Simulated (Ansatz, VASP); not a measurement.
## Two plane-wave programs on Cs2Zn

```
Cs Zn
1.0
     7.09206    0.00000    0.00000
    -3.54603    6.14190    0.00000
     0.00000    0.00000    4.61691
Cs Zn
2 1
Direct
  0.33333 0.66667 0.50000
  0.66667 0.33333 0.50000
  0.00000 0.00000 0.00000
```

Alike in both runs: functional PBE; k mesh 12 × 12 × 10; occupations gaussian, width 0.1 eV; no spin polarisation.

Ansatz relaxed the structure, and its values are those at the end. VASP's run is a single point on that final structure, the one shown.

|  | VASP | Ansatz |
| --- | --- | --- |
| version | VASP 6.6.1 | Ansatz 0.2.0 |
| potentials or method | VASP PAW PBE potentials, release 64 (Cs_sv, Zn), cutoff 520 eV | scalar-relativistic, plane waves, PAW |
| valence electrons in the cell | 30 | 30 |

```tsv
	VASP	Ansatz	Ansatz less VASP
gap on the k mesh at the Fermi level (eV)	none	none	-
pressure (GPa)	0.0	0.0	0.00
```

A gap of «none» marks a metal or a gap that the smearing closes. The functional is the same, so the differences come from potentials, cutoffs and numerics.

Neither program's run includes spin-orbit coupling.
